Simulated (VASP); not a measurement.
# Ca (Immm) in VASP: notebook, part 2 of 2

VASP 6.6.1. The steps go on from the part before.

## Step 3: Single point, PBE

This run uses another cell than the first one, of 43.10 Å³/atom.

INCAR reads:

```
SYSTEM = Ca
ALGO = Normal
EDIFF = 1E-6
ENCUT = 520
GGA = PE
ISIF = 2
ISMEAR = 0
LASPH = .True.
LCHARG = .False.
LREAL = .False.
LWAVE = .False.
NBANDS = 11
NELM = 100
PREC = Accurate
SIGMA = 0.05
```

KPOINTS reads:

```
k-points
0
Gamma
  12 12 12
  0 0 0
```

POSCAR reads:

```
Ca
1.0
   -2.0964874600      2.1017318100      2.4453524600
    2.0964874600     -2.1017318100      2.4453524600
    2.0964874600      2.1017318100     -2.4453524600
Ca
1
Direct
    0.5000000000      0.5000000000      0.0000000000
```

Potentials or basis: VASP PAW PBE potentials, release 64 (Ca_sv).

On the command line:

```sh
$ cat potpaw_PBE.64/Ca_sv/POTCAR > POTCAR
$ mpirun -np 1 vasp_std > vasp.out
```

OUTCAR:

```text
SYSTEM = Ca
   EDIFF = 1E-6
   ENCUT = 520
   GGA = PE
   ISIF = 2
   ISMEAR = 0
   LASPH = .True.
   LREAL = .False.
   NELM = 100
   PREC = Accurate

 ion  position               nearest neighbor table
   1  0.500  0.500  0.000-

  LATTYP: Found a body centered orthorhombic cell.
 ALAT       =     4.1929749200
 B/A-ratio  =     1.0025014936
 C/A-ratio  =     1.1664045250

  Lattice vectors:

 A1 = (  -2.0964874600,   2.1017318100,   2.4453524600)
 A2 = (   2.0964874600,  -2.1017318100,   2.4453524600)
 A3 = (   2.0964874600,   2.1017318100,  -2.4453524600)

Analysis of symmetry for initial positions (statically):
=====================================================================
 Subroutine PRICEL returns:
 Original cell was already a primitive cell.

 Routine SETGRP: Setting up the symmetry group for a
 body centered orthorhombic supercell.

 Subroutine GETGRP returns: Found  8 space group operations
 (whereof  8 operations were pure point group operations)
 out of a pool of  8 trial point group operations.

The static configuration has the point symmetry D_2h.

Analysis of symmetry for dynamics (positions and initial velocities):
=====================================================================
 Subroutine PRICEL returns:
 Original cell was already a primitive cell.

 Routine SETGRP: Setting up the symmetry group for a
 body centered orthorhombic supercell.

 Subroutine GETGRP returns: Found  8 space group operations
 (whereof  8 operations were pure point group operations)
 out of a pool of  8 trial point group operations.

The dynamic configuration has the point symmetry D_2h.

 Subroutine INISYM returns: Found  8 space group operations
 (whereof  8 operations are pure point group operations),
 and found     1 'primitive' translations

----------------------------------------------------------------------------------------

                                     Primitive cell

  volume of cell :      43.0994

  direct lattice vectors                    reciprocal lattice vectors
    -2.096487460  2.101731810  2.445352460     0.000000000  0.237899050  0.204469502
     2.096487460 -2.101731810  2.445352460     0.238494153  0.000000000  0.204469502
     2.096487460  2.101731810 -2.445352460     0.238494153  0.237899050  0.000000000

  length of vectors
     3.846073962  3.846073962  3.846073962     0.313693696  0.314145250  0.336861127

  position of ions in fractional coordinates (direct lattice)
     0.500000000  0.500000000  0.000000000

  ion indices of the primitive-cell ions
   primitive index   ion index
                 1           1

----------------------------------------------------------------------------------------

 KPOINTS: k-points

Automatic generation of k-mesh.
 Grid dimensions read from file:
 generate k-points for:   12   12   12

 Generating k-lattice:

  Cartesian coordinates                     Fractional coordinates (reciprocal lattice)
     0.000000000  0.019824921  0.017039125     0.083333333  0.000000000  0.000000000
     0.019874513  0.000000000  0.017039125     0.000000000  0.083333333  0.000000000
     0.019874513  0.019824921  0.000000000     0.000000000  0.000000000  0.083333333

  Length of vectors
     0.026141141  0.026178771  0.028071761

  Shift w.r.t. Gamma in fractional coordinates (k-lattice)
     0.000000000  0.000000000  0.000000000

 Subroutine IBZKPT returns following result:
 ===========================================

 Found    280 irreducible k-points:

 Following reciprocal coordinates:
            Coordinates               Weight
  0.000000  0.000000  0.000000      1.000000
  0.083333  0.000000 -0.000000      4.000000
  0.166667  0.000000  0.000000      4.000000
  0.250000 -0.000000  0.000000      4.000000
  0.333333  0.000000  0.000000      4.000000
  0.416667  0.000000  0.000000      4.000000
[... 16 lines left out ...]
  0.250000  0.166667  0.000000      8.000000
  0.333333  0.166667  0.000000      8.000000
 [... further k-points ...]
   k-points           NKPTS =    280   k-points in BZ     NKDIM =    280   number of bands    NBANDS=     11
   number of dos      NEDOS =    301   number of ions     NIONS =      1
   total plane-waves  NPLWV =  27000
   dimension x,y,z NGX =    30 NGY =   30 NGZ =   30
   dimension x,y,z NGXF=    60 NGYF=   60 NGZF=   60
   ions per type =               1
   NGX,Y,Z   is equivalent  to a cutoff of  12.97, 12.97, 12.97 a.u.
   NGXF,Y,Z  is equivalent  to a cutoff of  25.93, 25.93, 25.93 a.u.
 SYSTEM =  Ca
   PREC   = accura    normal or accurate (medium, high low for compatibility)
   ISTART =      0    job   : 0-new  1-cont  2-samecut
   ICHARG =      2    charge: 1-file 2-atom 10-const
   ISPIN  =      1    spin polarized calculation?
   LNONCOLLINEAR =      F non collinear calculations
   LSORBIT =      F    spin-orbit coupling
   LASPH  =      T    aspherical Exc in radial PAW
   ENCUT  =  520.0 eV  38.22 Ry    6.18 a.u.   7.15  7.15  7.15*2*pi/ulx,y,z
   NELM   =    100;   NELMIN=  2; NELMDL= -5     # of ELM steps
   EDIFF  = 0.1E-05   stopping-criterion for ELM
   LREAL  =      F    real-space projection
   EDIFFG = 0.1E-04   stopping-criterion for IOM
   NSW    =      0    number of steps for IOM
   IBRION =     -1    ionic relax: 0-MD 1-quasi-New 2-CG
   NFREE  =      0    steps in history (QN), initial steepest desc. (CG)
   ISIF   =      2    stress and relaxation
   ISYM   =      2    0-nonsym 1-usesym 2-fastsym
   POTIM  = 0.5000    time-step for ionic-motion
   TEBEG  =    0.0;   TEEND  =   0.0 temperature during run
   PSTRESS=    0.0 pullay stress
   NELECT =      10.0000    total number of electrons
   NUPDOWN=      -1.0000    fix difference up-down
   EMIN   =  10.00;   EMAX   =-10.00  energy-range for DOS
   EFERMI =   0.00;   METHOD = LEGACY
   ISMEAR =     0;   SIGMA  =   0.05  broadening in eV -4-tet -1-fermi 0-gaus
   EFERMI_NEDOS =   21; number of points for ismear=-14 and -15
   IALGO  =     38    algorithm
   IMIX   =      4    mixing-type and parameters
     AMIX     =   0.40;   BMIX     =  1.00
     AMIX_MAG =   1.60;   BMIX_MAG =  1.00
  volume/ion in A,a.u.               =      43.10       290.85
  Fermi-wavevector in a.u.,A,eV,Ry     =   1.005969  1.901005 13.768730  1.011973
  Thomas-Fermi vector in A             =   2.138682
   LORBIT       =      0    0 simple, 1 ext, 2 COOP (PROOUT), +10 PAW based schemes
   GGA     = PE    functional components
   LHFCALC =     F    Hartree Fock is set to
   AEXX    =    0.0000 exact exchange contribution
   IVDW    =     0    specifies the selected vdW correction
   LEPSILON=     F    determine dielectric tensor
   LRPA    =     F    only Hartree local field effects (RPA)
 non-spin polarized calculation
 Gauss-broadening in eV      SIGMA  =   0.05
  energy-cutoff  :      520.00
  volume of cell :       43.10
 maximum number of plane-waves:      1177
 NGX is ok and might be reduce to    30
   NGX = 15   NGY = 15   NGZ = 15

 number of electron      10.0000000 magnetization

 Free energy of the ion-electron system (eV)
  ---------------------------------------------------
  ext. energy  EPLUGINS =         0.00000000
  ---------------------------------------------------
  free energy    TOTEN  =        -1.91709155 eV

  energy without entropy =       -1.91457718  energy(sigma->0) =       -1.91583437

 E-fermi :   1.9025     XC(G=0):  -7.6709

 val. band max:        1.8968505674   @ k =   0.3333   0.3333   0.0000
 cond. band min:       1.9059798969   @ k =   0.5000  -0.4167   0.3333
 fundamental gap:      0.0091293295
 Fermi energy:         1.9025042775

 k-point     1 :       0.0000    0.0000    0.0000
  band No.  band energies     occupation
      1     -40.1951      2.00000
      2     -21.1180      2.00000
      3     -21.1175      2.00000
      4     -21.1041      2.00000
      5      -2.1077      2.00000
      6       4.0503      0.00000
      7       4.0636      0.00000
      8       4.6437      0.00000
      9       4.7637      0.00000
     10       5.4704      0.00000
     11      11.2467      0.00000
[... 309 lines left out ...]
 k-point    24 :       0.3333    0.1667    0.0000
  band No.  band energies     occupation
      1     -40.1823      2.00000
      2     -21.2229      2.00000
      3     -21.1639      2.00000
      4     -21.1200      2.00000
      5       0.6160      2.00000
      6       2.3648      0.00000
      7       3.3543      0.00000
      8       4.7721      0.00000
      9       5.3576      0.00000
     10       6.2212      0.00000
     11       7.2777      0.00000

 [... further k-points ...]

------------------------ aborting loop because EDIFF is reached ----------------------------------------

  FORCE on cell =-STRESS in cart. coord.  units (eV):
  Direction    XX          YY          ZZ          XY          YZ          ZX
  --------------------------------------------------------------------------------------
  -------------------------------------------------------------------------------------
  Total       -0.1321538     -0.1381836     -0.0152822      0.0000000      0.0000000      0.0000000
  in kB       -4.9126880     -5.1368407     -0.5681001      0.0000000      0.0000000      0.0000000
  external PRESSURE =      -3.5392096 kB  Pullay stress =       0.0000000 kB

 VOLUME and BASIS-vectors are now :
 -----------------------------------------------------------------------------
  energy-cutoff  :      520.00
  volume of cell :       43.10
      direct lattice vectors                 reciprocal lattice vectors
    -2.096487460  2.101731810  2.445352460     0.000000000  0.237899050  0.204469502
     2.096487460 -2.101731810  2.445352460     0.238494153  0.000000000  0.204469502
     2.096487460  2.101731810 -2.445352460     0.238494153  0.237899050  0.000000000

 POSITION                                       TOTAL-FORCE (eV/Angst)
 -----------------------------------------------------------------------------------
      0.00000      0.00000      2.44535         0.000000      0.000000     -0.000000
 -----------------------------------------------------------------------------------
    total drift:                                0.000000     -0.000000      0.000000

  FREE ENERGIE OF THE ION-ELECTRON SYSTEM (eV)
  ---------------------------------------------------
  free  energy   TOTEN  =        -1.9170915548 eV

  energy  without entropy=       -1.9145771756  energy(sigma->0) =       -1.91583437
```

stdout:

```text
POSCAR found type information on POSCAR Ca
 POSCAR found :  1 types and       1 ions
 scaLAPACK will be used
 LDA part: xc-table for (Slater+PW92), standard interpolation
 POSCAR, INCAR and KPOINTS ok, starting setup
 FFT: planning ... GRIDC
 FFT: planning ... GRID_SOFT
 FFT: planning ... GRID
 WAVECAR not read
 entering main loop
```

It took 72 s on 1 thread of AMD EPYC 7R13 (Zen 3), shared host; peak memory 0.23 GiB.

Results:

| Property | Result |
| --- | --- |
| Free energy | -1.9171 eV |
| Pressure | -0.4 GPa |
| Band gap on the k mesh | zero (bands 5 and 6 overlap by 0.42 eV) |
